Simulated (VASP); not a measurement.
Ti: single point with LDA

The system is Ti.

```
Ti
1.0
     1.59473    1.59473    1.59473
    -1.59473    1.59473    1.59473
    -1.59473   -1.59473    1.59473
Ti
1
Direct
  0.00000 0.00000 0.00000
```

```json
{"Program": "VASP 6.6.1", "Task": "single point", "Functional": "LDA", "Potentials or basis": "VASP PAW LDA potentials, release 64 (Ti_sv)", "Cutoff": "500 eV", "k mesh": "9 × 9 × 9", "Occupations": "fermi-dirac, width 0.1 eV", "Spin": "no spin polarisation"}
```

| Item | Value |
| --- | --- |
| Pressure | -2.5 GPa |
| Band gap on the k mesh | zero (band 6 reaches 9.58 eV, above the bottom of band 7 at 8.02 eV) |

Levels at points of the mesh, in eV from the Fermi level:
```
           k point  band 2  band 3  band 4  band 5  band 6  band 7  band 8  band 9  band 10  band 11
(0.00, 0.00, 0.00)  -31.84  -31.84  -31.84   -6.01    1.01    1.01    1.01    2.94     2.94    17.98
```

It took 3.7 s on 1 thread of Intel(R) Xeon(R) Platinum 8488C (Sapphire Rapids) (shared host), peak memory 0.12 GiB.
